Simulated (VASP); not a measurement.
# Tl (R-3m) in VASP: relaxation of cell and atoms with r2SCAN

Aim: the relaxation of cell and atoms of Tl with r2SCAN.

Everything below comes from runs of VASP 6.6.1. Logs are shortened: lines on timing, memory, paths and dates and some standing lists are left out, and cuts for length are marked.

## Step 1: The cell of the first run

The structure is trigonal, space group R-3m (No. 166). The conventional cell has a = 5.736 Å, b = 5.736 Å, c = 3.183 Å, α = 90.00°, β = 90.00°, γ = 120.00°. Tl (site symmetry -3m) has 14 Tl at 3.18 to 3.93 Å within 4.2 Å.

## Step 2: Relaxation of cell and atoms, r2SCAN

POSCAR reads:

```
Tl
1.0
    2.8679053296      1.6557859141      1.0611476734
   -2.8679053296      1.6557859141      1.0611476734
    0.0000000000     -3.3115718281      1.0611476734
Tl
1
Direct
    0.5000000000      0.5000000000      0.5000000000
```

INCAR.step1 reads:

```
SYSTEM = Tl
ALGO = Normal ; EDIFF = 1E-4
ENCUT = 600 ; GGA = PE
ISMEAR = 0 ; LASPH = .TRUE.
LCHARG = .FALSE. ; LREAL = .FALSE.
LWAVE = .TRUE. ; NELM = 100
PREC = Accurate ; SIGMA = 0.1
```

INCAR.step2 reads:

```
SYSTEM = Tl
ALGO = Normal ; EDIFF = 1E-6
EDIFFG = -0.04 ; ENCUT = 600
IBRION = 2 ; ISIF = 3
ISMEAR = 0 ; ISTART = 1
LASPH = .TRUE. ; LCHARG = .FALSE.
LMIXTAU = .TRUE. ; LREAL = .FALSE.
LWAVE = .FALSE. ; METAGGA = R2SCAN
NELM = 100 ; NSW = 90
PREC = Accurate ; SIGMA = 0.1
```

KPOINTS reads:

```
k-points
0
G
  6 6 6
  0 0 0
```

Potentials or basis: VASP PAW PBE potentials, release 64 (Tl_d).

Command:

```
$ cat potpaw_PBE.64/Tl_d/POTCAR > POTCAR
$ cp INCAR.step1 INCAR
$ mpirun -np 1 vasp_std > vasp.out
$ cp INCAR.step2 INCAR
$ mpirun -np 1 vasp_std > vasp.out
```

OUTCAR:

```text
SYSTEM = Tl
   EDIFF = 1E-6
   EDIFFG = -0.04
   ENCUT = 600
   IBRION = 2
   ISIF = 3
   ISMEAR = 0
   ISTART = 1
   LASPH = .TRUE.
   LREAL = .FALSE.
   METAGGA = R2SCAN
   NELM = 100
   NSW = 90
   PREC = Accurate

 ion  position               nearest neighbor table
   1  0.500  0.500  0.500-

  LATTYP: Found a trigonal (rhomboedric) cell.
 ALAT       =     3.4774333002
 COS(alpha) =    -0.3603228728

  Lattice vectors:

 A1 = (   2.8679053296,   1.6557859141,   1.0611476734)
 A2 = (  -2.8679053296,   1.6557859141,   1.0611476734)
 A3 = (   0.0000000000,  -3.3115718281,   1.0611476734)

Analysis of symmetry for initial positions (statically):
=====================================================================
 Subroutine PRICEL returns:
 Original cell was already a primitive cell.

 Routine SETGRP: Setting up the symmetry group for a
 trigonal (rhombohedral) supercell.

 Subroutine GETGRP returns: Found 12 space group operations
 (whereof 12 operations were pure point group operations)
 out of a pool of 12 trial point group operations.

The static configuration has the point symmetry D_3d.

Analysis of symmetry for dynamics (positions and initial velocities):
=====================================================================
 Subroutine PRICEL returns:
 Original cell was already a primitive cell.

 Routine SETGRP: Setting up the symmetry group for a
 trigonal (rhombohedral) supercell.

 Subroutine GETGRP returns: Found 12 space group operations
 (whereof 12 operations were pure point group operations)
 out of a pool of 12 trial point group operations.

The dynamic configuration has the point symmetry D_3d.

 Subroutine INISYM returns: Found 12 space group operations
 (whereof 12 operations are pure point group operations),
 and found     1 'primitive' translations

----------------------------------------------------------------------------------------

                                     Primitive cell

  volume of cell :      30.2340

  direct lattice vectors                    reciprocal lattice vectors
     2.867905330  1.655785914  1.061147673     0.174343272  0.100657135  0.314125302
    -2.867905330  1.655785914  1.061147673    -0.174343272  0.100657135  0.314125302
     0.000000000 -3.311571828  1.061147673     0.000000000 -0.201314270  0.314125302

  length of vectors
     3.477433300  3.477433300  3.477433300     0.373098031  0.373098031  0.373098031

  position of ions in fractional coordinates (direct lattice)
     0.500000000  0.500000000  0.500000000

  ion indices of the primitive-cell ions
   primitive index   ion index
                 1           1

----------------------------------------------------------------------------------------

 KPOINTS: k-points

Automatic generation of k-mesh.
 Grid dimensions read from file:
 generate k-points for:    6    6    6

 Generating k-lattice:

  Cartesian coordinates                     Fractional coordinates (reciprocal lattice)
     0.029057212  0.016776189  0.052354217     0.166666667  0.000000000  0.000000000
    -0.029057212  0.016776189  0.052354217     0.000000000  0.166666667  0.000000000
     0.000000000 -0.033552378  0.052354217     0.000000000  0.000000000  0.166666667

  Length of vectors
     0.062183005  0.062183005  0.062183005

  Shift w.r.t. Gamma in fractional coordinates (k-lattice)
     0.000000000  0.000000000  0.000000000

 Subroutine IBZKPT returns following result:
 ===========================================

 Found     32 irreducible k-points:

 Following reciprocal coordinates:
            Coordinates               Weight
  0.000000  0.000000  0.000000      1.000000
  0.166667  0.000000  0.000000      6.000000
  0.333333  0.000000  0.000000      6.000000
  0.500000  0.000000  0.000000      3.000000
  0.166667  0.166667  0.000000      6.000000
  0.333333  0.166667  0.000000     12.000000
[... 16 lines left out ...]
  0.500000  0.500000  0.166667      6.000000
 -0.333333  0.500000  0.166667     12.000000
 [... further k-points ...]
   k-points           NKPTS =     32   k-points in BZ     NKDIM =     32   number of bands    NBANDS=     10
   number of dos      NEDOS =    301   number of ions     NIONS =      1
   total plane-waves  NPLWV =  21952
   dimension x,y,z NGX =    28 NGY =   28 NGZ =   28
   dimension x,y,z NGXF=    56 NGYF=   56 NGZF=   56
   ions per type =               1
   NGX,Y,Z   is equivalent  to a cutoff of  13.39, 13.39, 13.39 a.u.
   NGXF,Y,Z  is equivalent  to a cutoff of  26.77, 26.77, 26.77 a.u.
 SYSTEM =  Tl
   PREC   = accura    normal or accurate (medium, high low for compatibility)
   ISTART =      1    job   : 0-new  1-cont  2-samecut
   ICHARG =      0    charge: 1-file 2-atom 10-const
   ISPIN  =      1    spin polarized calculation?
   LNONCOLLINEAR =      F non collinear calculations
   LSORBIT =      F    spin-orbit coupling
   LASPH  =      T    aspherical Exc in radial PAW
   ENCUT  =  600.0 eV  44.10 Ry    6.64 a.u.   6.95  6.95  6.95*2*pi/ulx,y,z
   NELM   =    100;   NELMIN=  2; NELMDL=  0     # of ELM steps
   EDIFF  = 0.1E-05   stopping-criterion for ELM
   LREAL  =      F    real-space projection
   EDIFFG = -.4E-01   stopping-criterion for IOM
   NSW    =     90    number of steps for IOM
   IBRION =      2    ionic relax: 0-MD 1-quasi-New 2-CG
   NFREE  =      1    steps in history (QN), initial steepest desc. (CG)
   ISIF   =      3    stress and relaxation
   ISYM   =      2    0-nonsym 1-usesym 2-fastsym
   POTIM  = 0.5000    time-step for ionic-motion
   TEBEG  =    0.0;   TEEND  =   0.0 temperature during run
   PSTRESS=    0.0 pullay stress
   NELECT =      13.0000    total number of electrons
   NUPDOWN=      -1.0000    fix difference up-down
   EMIN   =  10.00;   EMAX   =-10.00  energy-range for DOS
   EFERMI =   0.00;   METHOD = LEGACY
   ISMEAR =     0;   SIGMA  =   0.10  broadening in eV -4-tet -1-fermi 0-gaus
   EFERMI_NEDOS =   21; number of points for ismear=-14 and -15
   IALGO  =     38    algorithm
   IMIX   =      4    mixing-type and parameters
     AMIX     =   0.40;   BMIX     =  1.00
     AMIX_MAG =   1.60;   BMIX_MAG =  1.00
  volume/ion in A,a.u.               =      30.23       204.03
  Fermi-wavevector in a.u.,A,eV,Ry     =   1.235636  2.335014 20.773329  1.526797
  Thomas-Fermi vector in A             =   2.370277
   LORBIT       =      0    0 simple, 1 ext, 2 COOP (PROOUT), +10 PAW based schemes
   METAGGA = R2SCAN    functional components
   LHFCALC =     F    Hartree Fock is set to
   AEXX    =    0.0000 exact exchange contribution
   IVDW    =     0    specifies the selected vdW correction
   LEPSILON=     F    determine dielectric tensor
   LRPA    =     F    only Hartree local field effects (RPA)
 conjugate gradient relaxation of ions
 non-spin polarized calculation
 Gauss-broadening in eV      SIGMA  =   0.10
  energy-cutoff  :      600.00
  volume of cell :       30.23
 maximum number of plane-waves:      1026
   NGX = 13   NGY = 13   NGZ = 13

--------------------------------------- Ionic step        1  -------------------------------------------

 number of electron      13.0000000 magnetization

 Free energy of the ion-electron system (eV)
  ---------------------------------------------------
  ext. energy  EPLUGINS =         0.00000000
  ---------------------------------------------------
  free energy    TOTEN  =       -53.14031263 eV

  energy without entropy =      -53.13721024  energy(sigma->0) =      -53.13876144

------------------------ aborting loop because EDIFF is reached ----------------------------------------

  FORCE on cell =-STRESS in cart. coord.  units (eV):
  Direction    XX          YY          ZZ          XY          YZ          ZX
  --------------------------------------------------------------------------------------
  -------------------------------------------------------------------------------------
  Total       -0.2438333     -0.2438333      0.6337411     -0.0000000      0.0000000      0.0000000
  in kB      -12.9213377    -12.9213377     33.5835357     -0.0000000      0.0000000      0.0000000
  external PRESSURE =       2.5802868 kB  Pullay stress =       0.0000000 kB

 VOLUME and BASIS-vectors are now :
 -----------------------------------------------------------------------------
  energy-cutoff  :      600.00
  volume of cell :       30.23
      direct lattice vectors                 reciprocal lattice vectors
     2.867905330  1.655785914  1.061147673     0.174343272  0.100657135  0.314125302
    -2.867905330  1.655785914  1.061147673    -0.174343272  0.100657135  0.314125302
     0.000000000 -3.311571828  1.061147673     0.000000000 -0.201314270  0.314125302
[... 211 lines left out ...]
 POSITION                                       TOTAL-FORCE (eV/Angst)
 -----------------------------------------------------------------------------------
      0.00000      0.00000      1.67756         0.000000      0.000000      0.000000
 -----------------------------------------------------------------------------------
    total drift:                               -0.000000     -0.000000      0.000000

  FREE ENERGIE OF THE ION-ELECTRON SYSTEM (eV)
  ---------------------------------------------------
  free  energy   TOTEN  =       -53.1623559383 eV

  energy  without entropy=      -53.1574292610  energy(sigma->0) =      -53.15989260

--------------------------------------- Ionic step        8  -------------------------------------------

 number of electron      13.0000001 magnetization

 Free energy of the ion-electron system (eV)
  ---------------------------------------------------
  ext. energy  EPLUGINS =         0.00000000
  ---------------------------------------------------
  free energy    TOTEN  =       -53.16284499 eV

  energy without entropy =      -53.15781402  energy(sigma->0) =      -53.16032950

 E-fermi :   5.8500     XC(G=0): -10.5254

 val. band max:        5.7537084623   @ k =  -0.3333  -0.3333   0.1667
 cond. band min:       5.8885413633   @ k =  -0.3333   0.5000   0.1667
 fundamental gap:      0.1348329010
 Fermi energy:         5.8499724110

 k-point     1 :       0.0000    0.0000    0.0000
  band No.  band energies     occupation
      1      -6.2233      2.00000
      2      -6.1694      2.00000
      3      -6.1694      2.00000
      4      -5.7917      2.00000
      5      -5.7917      2.00000
      6      -4.0956      2.00000
      7      16.3518      0.00000
      8      16.3518      0.00000
      9      16.8569      0.00000
     10      18.7174      0.00000

 k-point     2 :       0.1667    0.0000    0.0000
  band No.  band energies     occupation
      1      -6.2117      2.00000
      2      -6.1621      2.00000
      3      -6.0422      2.00000
      4      -5.8388      2.00000
      5      -5.7961      2.00000
      6      -3.4547      2.00000
      7      12.4422      0.00000
      8      14.7825      0.00000
      9      15.4024      0.00000
     10      17.4667      0.00000
[... 274 lines left out ...]
 k-point    24 :      -0.3333    0.5000    0.1667
  band No.  band energies     occupation
      1      -6.1458      2.00000
      2      -6.1185      2.00000
      3      -6.0371      2.00000
      4      -5.7780      2.00000
      5      -5.6398      2.00000
      6       1.1323      2.00000
      7       5.8885      0.58545
      8       7.5082      0.00000
      9      12.7147      0.00000
     10      15.7673      0.00000

 [... further k-points ...]
[... 5 lines left out ...]
  --------------------------------------------------------------------------------------
  -------------------------------------------------------------------------------------
  Total       -0.0045615     -0.0045615      0.0021761      0.0000000      0.0000000      0.0000000
  in kB       -0.2420875     -0.2420875      0.1154892      0.0000000      0.0000000      0.0000000
  external PRESSURE =      -0.1228953 kB  Pullay stress =       0.0000000 kB

 VOLUME and BASIS-vectors are now :
 -----------------------------------------------------------------------------
  energy-cutoff  :      600.00
  volume of cell :       30.19
      direct lattice vectors                 reciprocal lattice vectors
     2.794680727  1.613509670  1.115803416     0.178911314  0.103294495  0.298738405
    -2.794680727  1.613509670  1.115803416    -0.178911314  0.103294495  0.298738405
     0.000000000 -3.227019340  1.115803416     0.000000000 -0.206588990  0.298738405

 POSITION                                       TOTAL-FORCE (eV/Angst)
 -----------------------------------------------------------------------------------
      0.00000      0.00000      1.67371         0.000000     -0.000000      0.000000
 -----------------------------------------------------------------------------------
    total drift:                               -0.000000     -0.000000      0.000000

  FREE ENERGIE OF THE ION-ELECTRON SYSTEM (eV)
  ---------------------------------------------------
  free  energy   TOTEN  =       -53.1628449853 eV

  energy  without entropy=      -53.1578140189  energy(sigma->0) =      -53.16032950

 reached required accuracy - stopping structural energy minimisation
```

Run time: 3 min. Hardware: 1 thread of Intel Xeon Platinum 8375C at 2.90GHz (Ice Lake), shared host; peak memory 0.18 GiB.

Results:

* Free energy: -53.1628 eV
* Relaxed volume: 30.19 Å³/atom
* Relaxed cell: a = 3.414 Å, b = 3.414 Å, c = 3.414 Å, α = 109.87°, β = 109.87°, γ = 109.87°
* Space group after relaxing (to 0.05 Å): R-3m (No. 166)
* Energy gained by relaxing: 22.5 meV/atom
* Ionic steps: 8
* Pressure after relaxing: 0.0 GPa

Step by step:
| step | energy change (eV) | largest force (eV/Å) | pressure (GPa) | volume (Å³) |
| --- | --- | --- | --- | --- |
| 1 | 0.0000 | 0.0000 | 0.26 | 30.23 |
| 2 | -0.0179 | 0.0000 | -0.21 | 30.43 |
| 3 | -0.0217 | 0.0000 | -0.45 | 30.62 |
| 4 | -0.0218 | 0.0000 | -0.44 | 30.60 |
| 5 | -0.0217 | 0.0000 | -0.34 | 30.52 |
| 6 | -0.0220 | 0.0000 | -0.41 | 30.57 |
| 7 | -0.0220 | 0.0000 | -0.39 | 30.56 |
| 8 | -0.0225 | 0.0000 | -0.01 | 30.19 |

Final structure:
```
Tl
1.0
     2.79468    1.61351    1.11580
    -2.79468    1.61351    1.11580
     0.00000   -3.22702    1.11580
Tl
1
Direct
  0.50000 0.50000 0.50000
```

Caveat: the k points lie up to 0.38 Å⁻¹ apart in the final cell; the PAW data sets were made with another functional, which shifts forces and pressure a little; spin-orbit coupling is left out, which moves the levels of the heavy elements.
